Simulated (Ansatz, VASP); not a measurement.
# One calculation of Yb, two programs

```
Yb
1.0
     0.00000    2.74976    2.35627
     2.74976    0.00000    2.35627
     2.74976    2.74976    0.00000
Yb
1
Direct
  0.00000 0.00000 0.00000
```

Alike in both runs: task single point; functional PBE; k mesh 16 × 16 × 16; occupations gaussian, width 0.15 eV; no spin polarisation.

|  | VASP | Ansatz |
| --- | --- | --- |
| version | VASP 6.6.1 | Ansatz 0.2.0 |
| potentials or method | VASP PAW PBE potentials, release 64 (Yb), cutoff 520 eV | scalar-relativistic, plane waves, PAW |
| valence electrons in the cell | 24 | 24 |

VASP gave:

- gap on the k mesh at the Fermi level (eV): none
- pressure (GPa): -0.6
- traceless stress, the component that is largest in VASP (GPa): -0.14

**Question.** Which values does Ansatz return?

**Answer.** gap on the k mesh at the Fermi level (eV): none; pressure (GPa): -0.3; traceless stress, the component that is largest in VASP (GPa): -0.13.

A gap of «none» marks a metal or a gap that the smearing closes.

Neither program's run includes spin-orbit coupling.
